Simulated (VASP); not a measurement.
Li3Ag, 4 atoms in the cell. The structure is cubic, space group Fm-3m (No. 225). The conventional cell has a = 6.404 Å, b = 6.404 Å, c = 6.404 Å, α = 90.00°, β = 90.00°, γ = 90.00°. Within 3.7 Å of Li (site symmetry -43m) lie 10 Li at 2.77 to 3.20 Å and 4 Ag at 2.77 Å. Li (site symmetry m-3m) has 8 Li at 2.77 Å and 6 Ag at 3.20 Å within 3.7 Å. Ag (site symmetry m-3m) has 14 Li at 2.77 to 3.20 Å within 3.7 Å. 

- Program: VASP 6.6.1
- Task: relaxation of volume and atoms at fixed shape
- Functional: r2SCAN
- Dispersion: D3(BJ)
- Potentials or basis: VASP PAW PBE potentials, release 64 (Li_sv, Ag)
- Cutoff: 600 eV
- k mesh: 4 × 4 × 4
- Occupations: methfessel-paxton, width 0.1 eV
- Spin: no spin polarisation
- Dipole correction: no
- Further INCAR settings: ALGO = Normal; EDIFF = 1e-06; IBRION = 2; EDIFFG = -0.1; NSW = 80; ISIF = 8

Potentials or basis: VASP PAW PBE potentials, release 64 (Li_sv, Ag).

Launch:

```console
$ cat potpaw_PBE.64/Li_sv/POTCAR potpaw_PBE.64/Ag/POTCAR > POTCAR
$ cp INCAR.step1 INCAR
$ mpirun -np 1 vasp_std > vasp.out
$ cp INCAR.step2 INCAR
$ mpirun -np 1 vasp_std > vasp.out
```

Hardware: 1 thread of Intel Xeon 8259CL (shared host).

Question: Estimate the wall time of this run.

Answer: It took 120 s on 1 thread of Intel Xeon 8259CL (shared host), peak memory 0.23 GiB. Counts: k points 8, ion steps 2.
